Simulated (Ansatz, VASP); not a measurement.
# Two plane-wave programs on GaSb

File INCAR:

```
SYSTEM = GaSb
ALGO = Normal ; EDIFF = 1E-7
ENCUT = 520 ; GGA_COMPAT = .False.
ISIF = 2 ; ISMEAR = 0
LASPH = .True. ; LCHARG = .True.
LORBIT = 11 ; LORBMOM = .True.
LREAL = .False. ; LSORBIT = .True.
LVHAR = .True. ; LWAVE = .False.
MAGMOM = 0 0 0 0 0 0 ; NBANDS = 30
NELM = 150 ; PREC = Accurate
SIGMA = 0.03
```

File KPOINTS:

```
k-points
0
Gamma
  8 8 8
  0 0 0
```

File POSCAR:

```
GaSb
1.0
    0.0000000000      3.0479500000      3.0479500000
    3.0479500000      0.0000000000      3.0479500000
    3.0479500000      3.0479500000      0.0000000000
Ga Sb
1 1
Direct
    0.0000000000      0.0000000000      0.0000000000
    0.2500000000      0.2500000000      0.2500000000
```

Input for Ansatz:

```yaml
crystal:
  lattice:
    - [0.0, 3.04795, 3.04795]
    - [3.04795, 0.0, 3.04795]
    - [3.04795, 3.04795, 0.0]
  atoms:
    - { symbol: Ga, position: [0.0, 0.0, 0.0] }
    - { symbol: Sb, position: [0.25, 0.25, 0.25] }
scf:
  occupations: { method: gaussian, width: 0.03 }
output:
  eigenstates:
    kpoints:
      - [0.0, 0.0, 0.0]
      - [0.005, 0.005, 0.0]
      - [0.01, 0.01, 0.0]
      - [0.015, 0.015, 0.0]
      - [0.02, 0.02, 0.0]
      - [0.025, 0.025, 0.0]
      - [0.03, 0.03, 0.0]
      - [0.035, 0.035, 0.0]
      - [0.04, 0.04, 0.0]
      - [0.004, 0.004, 0.004]
      - [0.008, 0.008, 0.008]
      - [0.012, 0.012, 0.012]
      - [0.016, 0.016, 0.016]
      - [0.02, 0.02, 0.02]
      - [0.024, 0.024, 0.024]
      - [0.028, 0.028, 0.028]
      - [0.032, 0.032, 0.032]
      - [0.008, 0.004, 0.004]
      - [0.016, 0.008, 0.008]
      - [0.024, 0.012, 0.012]
      - [0.032, 0.016, 0.016]
      - [0.04, 0.02, 0.02]
      - [0.048, 0.024, 0.024]
      - [0.056, 0.028, 0.028]
      - [0.064, 0.032, 0.032]
      - [0.5, 0.5, 0.5]
      - [0.5, 0.5, 0.0]
hamiltonian:
  xc: lda
kpoints:
  mp_grid: { grid: [8, 8, 8] }
magnetization:
  noncollinear: true
  spin_orbit: true
```

Alike in both runs: task single point; functional LDA; k mesh 8 × 8 × 8; occupations gaussian, width 0.03 eV; non-collinear spin, spin-orbit coupling.

|  | VASP | Ansatz |
| --- | --- | --- |
| version | VASP 6.6.1 | Ansatz 0.2.0 |
| potentials or method | VASP PAW LDA potentials, release 64 (Ga_d, Sb) | plane waves, PAW |
| plane-wave cutoff (eV) | 520 | 420 |
| valence electrons in the cell | 18 | 28 |

```csv
,VASP,Ansatz,Ansatz less VASP
net moment per atom (μB),0.00,0.00,0.000
```

LDA's correlation is that of Perdew and Zunger in VASP and of Perdew and Wang (1992) in Ansatz. VASP's potentials hold 18 valence electrons a cell and Ansatz's 28, so a difference there can come from the potentials and not from the codes.
